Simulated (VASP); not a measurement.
Runs of VASP 6.6.1 on LiCl. The structure is that of space group Fm-3m (No. 225), or close to it. The cells are those of the table. 

```tsv
task	spin	cell	smearing	gap on the mesh (eV)	pressure (GPa)	relaxed volume (Å³/atom)
single point	off	a = 3.510 Å, angles 60.0°, 2 atoms	gaussian 0.02 eV	6.51	-0.1	-
relaxation of cell and atoms	off	relaxed from a = 3.510 Å, angles 60.0°, 2 atoms	gaussian 0.01 eV	6.52	0.0	15.27
relaxation of cell and atoms	off	relaxed from a = 3.510 Å, angles 60.0°, 2 atoms	gaussian 0.02 eV	6.52	0.0	15.28
single point	off	a = 3.510 Å, angles 60.0°, 2 atoms	gaussian 0.01 eV	6.51	-0.1	-
relaxation of cell and atoms	off	relaxed from a = 3.627 Å, angles 60.0°, 2 atoms	gaussian 0.02 eV	6.52	0.0	15.27
single point	collinear	a = 3.379 Å, angles 60.0°, 2 atoms	gaussian 0.01 eV	6.62	(a)	-
```

Alike in all rows: level LDA; potentials or basis VASP PAW LDA potentials, release 64 (Li_sv, Cl); k mesh 8 × 8 × 8; cutoff (eV) 750.

Task: Estimate the missing entries.

Result: (a) 5.9.

Caveats: the cell stands under pressure (at least some runs).

A k mesh can miss the band edges.
